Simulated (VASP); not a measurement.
# CaO3 (P6/mmm) in VASP: further runs

The runs below take CaO3 through single point, relaxation of cell and atoms, with PBE.

Program: VASP 6.6.1. These are calculated values, not measurements. Logs are shortened: lines on timing, memory, paths and dates and some standing lists are left out, and cuts for length are marked.

## 1. The cell of the first run

Symmetry: P6/mmm, No. 191, hexagonal system. The conventional cell has a = 4.474 Å, b = 4.474 Å, c = 6.193 Å, α = 90.00°, β = 90.00°, γ = 120.00°. Ca (site symmetry 6/mmm) has 6 O at 2.24 Å within 3.0 Å. O (site symmetry mmm) has 4 O at 2.24 Å and 2 Ca at 2.24 Å within 3.0 Å.

## 2. Single point, PBE

INCAR reads:

```
PREC = Accurate ; ENCUT = 520
EDIFF = 1E-6 ; ISMEAR = 0
SIGMA = 0.1 ; LREAL = F
LASPH = T ; NELM = 100
ALGO = Normal ; ISIF = 2
LWAVE = F ; LCHARG = F
GGA = PE ; NBANDS = 22
```

KPOINTS reads:

```
regular mesh
0
Gamma
  12 12 10
```

POSCAR reads:

```
CaO3
1.0
    4.4740055371      0.0000000000      0.0000000000
   -2.2370027686      3.8746024518      0.0000000000
    0.0000000000      0.0000000000      6.1925379029
Ca O
1 3
Direct
    0.0000000000      0.0000000000      0.0000000000
    0.5000000000      0.0000000000      0.0000000000
    0.0000000000      0.5000000000      0.0000000000
    0.5000000000      0.5000000000      0.0000000000
```

Potentials or basis: VASP PAW PBE potentials, release 64 (Ca_sv, O).

The run is started by

```console
$ cat potpaw_PBE.64/Ca_sv/POTCAR potpaw_PBE.64/O/POTCAR > POTCAR
$ mpirun -np 1 vasp_std > vasp.out
```

OUTCAR:

```text
PREC = Accurate
   ENCUT = 520
   EDIFF = 1E-6
   ISMEAR = 0
   LREAL = F
   LASPH = T
   NELM = 100
   ISIF = 2
   GGA = PE

 ion  position               nearest neighbor table
   1  0.000  0.000  0.000-   4 2.24   4 2.24   2 2.24   2 2.24   3 2.24   3 2.24
   2  0.500  0.000  0.000-   1 2.24   1 2.24
   3  0.000  0.500  0.000-   1 2.24   1 2.24
   4  0.500  0.500  0.000-   1 2.24   1 2.24

  LATTYP: Found a hexagonal cell.
 ALAT       =     4.4740055371
 C/A-ratio  =     1.3841149394

  Lattice vectors:

 A1 = (   4.4740055371,   0.0000000000,   0.0000000000)
 A2 = (  -2.2370027686,   3.8746024518,   0.0000000000)
 A3 = (   0.0000000000,   0.0000000000,   6.1925379029)

Analysis of symmetry for initial positions (statically):
=====================================================================
 Subroutine PRICEL returns:
 Original cell was already a primitive cell.

 Routine SETGRP: Setting up the symmetry group for a
 hexagonal supercell.

 Subroutine GETGRP returns: Found 24 space group operations
 (whereof 24 operations were pure point group operations)
 out of a pool of 24 trial point group operations.

The static configuration has the point symmetry D_6h.

Analysis of symmetry for dynamics (positions and initial velocities):
=====================================================================
 Subroutine PRICEL returns:
 Original cell was already a primitive cell.

 Routine SETGRP: Setting up the symmetry group for a
 hexagonal supercell.

 Subroutine GETGRP returns: Found 24 space group operations
 (whereof 24 operations were pure point group operations)
 out of a pool of 24 trial point group operations.

The dynamic configuration has the point symmetry D_6h.

 Subroutine INISYM returns: Found 24 space group operations
 (whereof 24 operations are pure point group operations),
 and found     1 'primitive' translations

----------------------------------------------------------------------------------------

                                     Primitive cell

  volume of cell :     107.3476

  direct lattice vectors                    reciprocal lattice vectors
     4.474005537  0.000000000  0.000000000     0.223513358  0.129045497  0.000000000
    -2.237002769  3.874602452  0.000000000     0.000000000  0.258090994  0.000000000
     0.000000000  0.000000000  6.192537903     0.000000000  0.000000000  0.161484680

  length of vectors
     4.474005537  4.474005537  6.192537903     0.258090994  0.258090994  0.161484680

  position of ions in fractional coordinates (direct lattice)
     0.000000000  0.000000000  0.000000000
     0.500000000  0.000000000  0.000000000
     0.000000000  0.500000000  0.000000000
     0.500000000  0.500000000  0.000000000

  ion indices of the primitive-cell ions
   primitive index   ion index
                 1           1
                 2           2
                 3           3
                 4           4

----------------------------------------------------------------------------------------

 KPOINTS: regular mesh

Automatic generation of k-mesh.
 Grid dimensions read from file:
 generate k-points for:   12   12   10

 Generating k-lattice:

  Cartesian coordinates                     Fractional coordinates (reciprocal lattice)
     0.018626113  0.010753791  0.000000000     0.083333333  0.000000000  0.000000000
     0.000000000  0.021507583  0.000000000     0.000000000  0.083333333  0.000000000
     0.000000000  0.000000000  0.016148468     0.000000000  0.000000000  0.100000000

  Length of vectors
     0.021507583  0.021507583  0.016148468

  Shift w.r.t. Gamma in fractional coordinates (k-lattice)
     0.000000000  0.000000000  0.000000000

 Subroutine IBZKPT returns following result:
 ===========================================

 Found    114 irreducible k-points:

 Following reciprocal coordinates:
            Coordinates               Weight
  0.000000  0.000000  0.000000      1.000000
  0.083333  0.000000  0.000000      6.000000
  0.166667  0.000000  0.000000      6.000000
  0.250000  0.000000  0.000000      6.000000
  0.333333  0.000000  0.000000      6.000000
  0.416667  0.000000  0.000000      6.000000
[... 16 lines left out ...]
  0.250000  0.000000  0.100000     12.000000
  0.333333  0.000000  0.100000     12.000000
 [... further k-points ...]
   k-points           NKPTS =    114   k-points in BZ     NKDIM =    114   number of bands    NBANDS=     22
   number of dos      NEDOS =    301   number of ions     NIONS =      4
   total plane-waves  NPLWV =  62208
   dimension x,y,z NGX =    36 NGY =   36 NGZ =   48
   dimension x,y,z NGXF=    72 NGYF=   72 NGZF=   96
   ions per type =               1   3
   NGX,Y,Z   is equivalent  to a cutoff of  13.38, 13.38, 12.89 a.u.
   NGXF,Y,Z  is equivalent  to a cutoff of  26.75, 26.75, 25.77 a.u.
 SYSTEM =  unknown system
   PREC   = accura    normal or accurate (medium, high low for compatibility)
   ISTART =      0    job   : 0-new  1-cont  2-samecut
   ICHARG =      2    charge: 1-file 2-atom 10-const
   ISPIN  =      1    spin polarized calculation?
   LNONCOLLINEAR =      F non collinear calculations
   LSORBIT =      F    spin-orbit coupling
   LASPH  =      T    aspherical Exc in radial PAW
   ENCUT  =  520.0 eV  38.22 Ry    6.18 a.u.   8.32  8.32 11.51*2*pi/ulx,y,z
   NELM   =    100;   NELMIN=  2; NELMDL= -5     # of ELM steps
   EDIFF  = 0.1E-05   stopping-criterion for ELM
   LREAL  =      F    real-space projection
   EDIFFG = 0.1E-04   stopping-criterion for IOM
   NSW    =      0    number of steps for IOM
   IBRION =     -1    ionic relax: 0-MD 1-quasi-New 2-CG
   NFREE  =      0    steps in history (QN), initial steepest desc. (CG)
   ISIF   =      2    stress and relaxation
   ISYM   =      2    0-nonsym 1-usesym 2-fastsym
   POTIM  = 0.5000    time-step for ionic-motion
   TEBEG  =    0.0;   TEEND  =   0.0 temperature during run
   PSTRESS=    0.0 pullay stress
   NELECT =      28.0000    total number of electrons
   NUPDOWN=      -1.0000    fix difference up-down
   EMIN   =  10.00;   EMAX   =-10.00  energy-range for DOS
   EFERMI =   0.00;   METHOD = LEGACY
   ISMEAR =     0;   SIGMA  =   0.10  broadening in eV -4-tet -1-fermi 0-gaus
   EFERMI_NEDOS =   21; number of points for ismear=-14 and -15
   IALGO  =     38    algorithm
   IMIX   =      4    mixing-type and parameters
     AMIX     =   0.40;   BMIX     =  1.00
     AMIX_MAG =   1.60;   BMIX_MAG =  1.00
  volume/ion in A,a.u.               =      26.84       181.10
  Fermi-wavevector in a.u.,A,eV,Ry     =   1.045996  1.976646 14.886241  1.094108
  Thomas-Fermi vector in A             =   2.180816
   LORBIT       =      0    0 simple, 1 ext, 2 COOP (PROOUT), +10 PAW based schemes
   GGA     = PE    functional components
   LHFCALC =     F    Hartree Fock is set to
   AEXX    =    0.0000 exact exchange contribution
   IVDW    =     0    specifies the selected vdW correction
   LEPSILON=     F    determine dielectric tensor
   LRPA    =     F    only Hartree local field effects (RPA)
 non-spin polarized calculation
 Gauss-broadening in eV      SIGMA  =   0.10
  energy-cutoff  :      520.00
  volume of cell :      107.35
 maximum number of plane-waves:      2921
 NGX is ok and might be reduce to    36
   NGX = 17   NGY = 17   NGZ = 23

 number of electron      28.0000016 magnetization

 Free energy of the ion-electron system (eV)
  ---------------------------------------------------
  ext. energy  EPLUGINS =         0.00000000
  ---------------------------------------------------
  free energy    TOTEN  =       -18.12754225 eV

  energy without entropy =      -18.09037988  energy(sigma->0) =      -18.10896107

 E-fermi :  -2.9473     XC(G=0):  -5.9135

 val. band max:       -2.9582604546   @ k =   0.0000   0.0000   0.0000
 cond. band min:      -2.9370189846   @ k =   0.2500   0.0000   0.0000
 fundamental gap:      0.0212414700
 Fermi energy:        -2.9472926919

 k-point     1 :       0.0000    0.0000    0.0000
  band No.  band energies     occupation
      1     -40.1653      2.00000
      2     -21.4068      2.00000
      3     -21.3338      2.00000
      4     -21.3338      2.00000
      5     -20.5254      2.00000
      6     -18.1159      2.00000
[... 14 lines left out ...]
     21       5.8028      0.00000
     22       6.0858      0.00000

 k-point     2 :       0.0833    0.0000    0.0000
  band No.  band energies     occupation
      1     -40.1648      2.00000
      2     -21.4724      2.00000
      3     -21.4062      2.00000
      4     -21.3526      2.00000
      5     -20.3605      2.00000
      6     -18.1345      2.00000
[... 14 lines left out ...]
     21       5.8391      0.00000
     22       6.1396      0.00000

 k-point     3 :       0.1667    0.0000    0.0000
  band No.  band energies     occupation
      1     -40.1635      2.00000
      2     -21.7249      2.00000
      3     -21.4046      2.00000
      4     -21.4025      2.00000
      5     -20.0344      2.00000
      6     -18.1855      2.00000
[... 14 lines left out ...]
     21       5.9581      0.00000
     22       6.2723      0.00000

 k-point     4 :       0.2500    0.0000    0.0000
  band No.  band energies     occupation
      1     -40.1617      2.00000
      2     -21.9614      2.00000
      3     -21.4669      2.00000
      4     -21.4024      2.00000
      5     -19.6922      2.00000
      6     -18.2555      2.00000
[... 14 lines left out ...]
     21       6.1285      0.00000
     22       6.4025      0.00000

 k-point     5 :       0.3333    0.0000    0.0000
  band No.  band energies     occupation
      1     -40.1599      2.00000
      2     -22.1440      2.00000
      3     -21.5277      2.00000
      4     -21.4002      2.00000
      5     -19.3962      2.00000
      6     -18.3285      2.00000
[... 417 lines left out ...]
 k-point    22 :       0.1667    0.0000    0.1000
  band No.  band energies     occupation
      1     -40.1635      2.00000
      2     -21.7249      2.00000
      3     -21.4047      2.00000
      4     -21.4025      2.00000
      5     -20.0344      2.00000
      6     -18.1855      2.00000
[... 14 lines left out ...]
     21       6.2408      0.00000
     22       6.3025      0.00000

 k-point    23 :       0.2500    0.0000    0.1000
  band No.  band energies     occupation
      1     -40.1617      2.00000
      2     -21.9614      2.00000
      3     -21.4669      2.00000
      4     -21.4024      2.00000
      5     -19.6922      2.00000
      6     -18.2555      2.00000
[... 14 lines left out ...]
     21       6.2331      0.00000
     22       6.4083      0.00000

 k-point    24 :       0.3333    0.0000    0.1000
  band No.  band energies     occupation
      1     -40.1599      2.00000
      2     -22.1440      2.00000
      3     -21.5277      2.00000
      4     -21.4002      2.00000
      5     -19.3961      2.00000
      6     -18.3285      2.00000
[... 14 lines left out ...]
     21       6.1596      0.00000
     22       6.5109      0.00000

 [... further k-points ...]
[... 5 lines left out ...]
  --------------------------------------------------------------------------------------
  -------------------------------------------------------------------------------------
  Total        0.2345951      0.2345951     -0.0522100     -0.0000000      0.0000000     -0.0000000
  in kB        3.5013632      3.5013632     -0.7792409     -0.0000000      0.0000000     -0.0000000
  external PRESSURE =       2.0744952 kB  Pullay stress =       0.0000000 kB

 VOLUME and BASIS-vectors are now :
 -----------------------------------------------------------------------------
  energy-cutoff  :      520.00
  volume of cell :      107.35
      direct lattice vectors                 reciprocal lattice vectors
     4.474005537  0.000000000  0.000000000     0.223513358  0.129045497  0.000000000
    -2.237002769  3.874602452  0.000000000     0.000000000  0.258090994  0.000000000
     0.000000000  0.000000000  6.192537903     0.000000000  0.000000000  0.161484680

 POSITION                                       TOTAL-FORCE (eV/Angst)
 -----------------------------------------------------------------------------------
      0.00000      0.00000      0.00000        -0.000000      0.000000      0.000000
      2.23700      0.00000      0.00000         0.000000      0.000000      0.000000
     -1.11850      1.93730      0.00000        -0.000000      0.000000      0.000000
      1.11850      1.93730      0.00000        -0.000000      0.000000      0.000000
 -----------------------------------------------------------------------------------
    total drift:                                0.000000      0.000000     -0.000000

  FREE ENERGIE OF THE ION-ELECTRON SYSTEM (eV)
  ---------------------------------------------------
  free  energy   TOTEN  =       -18.1275422533 eV

  energy  without entropy=      -18.0903798806  energy(sigma->0) =      -18.10896107
```

Run time: 2.7 min. Hardware: 1 thread of AMD EPYC 9R45 (Zen 5), shared host; peak memory 0.36 GiB.

Results:

- Free energy: -18.1275 eV
- Pressure: 0.2 GPa
- Band gap on the k mesh: zero (band 14 reaches -2.15 eV, above the bottom of band 15 at -3.11 eV)

[end of part 1 of 2]
